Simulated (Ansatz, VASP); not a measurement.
# ScAl: VASP beside Ansatz

```
Sc Al
1.0
     0.00000    0.00000    3.77129
    -4.32680    0.00000    0.00000
     2.16340   -5.25022    0.00000
Sc Al
2 2
Direct
  0.25000 0.86468 0.72936
  0.75000 0.13532 0.27064
  0.25000 0.58451 0.16901
  0.75000 0.41550 0.83099
```

Alike in both runs: task single point; functional r2SCAN; k mesh 10 × 8 × 8; occupations gaussian, width 0.05 eV; no spin polarisation.

|  | VASP | Ansatz |
| --- | --- | --- |
| version | VASP 6.6.1 | Ansatz 0.2.0 |
| potentials or method | VASP PAW PBE potentials, release 64 (Sc_sv, Al), cutoff 520 eV | scalar-relativistic, plane waves, PAW |
| valence electrons in the cell | 28 | 28 |

```tsv
	VASP	Ansatz	Ansatz less VASP
gap on the k mesh at the Fermi level (eV)	none	none	-
pressure (GPa)	-0.4	-0.5	-0.10
traceless stress, the component that is largest in VASP (GPa)	-0.45	-0.50	-0.048
rms of the force components (eV/Å)	0.021	0.015	-0.0053
```

VASP's potentials were made for PBE, not for r2SCAN. Atom by atom the forces differ by 0.006 eV/Å (rms over components). A gap of «none» marks a metal or a gap that the smearing closes.
